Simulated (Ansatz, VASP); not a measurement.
**Two plane-wave programs on Ta3Cu**

```
CELL_PARAMETERS angstrom
-1.96555 1.96555 4.12226
1.96555 -1.96555 4.12226
1.96555 1.96555 -4.12226
ATOMIC_POSITIONS crystal
Ta 0.50000 0.50000 0.00000
Ta 0.25000 0.75000 0.50000
Ta 0.75000 0.25000 0.50000
Cu 0.00000 0.00000 0.00000
```

Alike in both runs: task single point; functional PBE; k mesh 9 × 9 × 9; occupations fermi-dirac, width 0.05 eV; no spin polarisation.

```csv
,VASP,Ansatz
version,VASP 6.6.1,Ansatz 0.2.0
potentials or method,"VASP PAW PBE potentials, release 64 (Ta_pv, Cu)",Ansatz PAW
plane-wave cutoff (eV),520,420
valence electrons in the cell,44,58
```

Ansatz gave:

* gap on the k mesh at the Fermi level (eV): none
* pressure (GPa): 13.3
* traceless stress, the component that is largest in VASP (GPa): -0.62

Q: Estimate VASP's values.

A: gap on the k mesh at the Fermi level (eV): none; pressure (GPa): 13.6; traceless stress, the component that is largest in VASP (GPa): -0.75.

A gap of «none» marks a metal or a gap that the smearing closes. With one functional, cell and mesh, what is left measures potentials, basis and numerics. VASP's potentials hold 44 valence electrons a cell and Ansatz's 58, so a difference there can come from the potentials and not from the codes.

Neither program's run includes spin-orbit coupling.
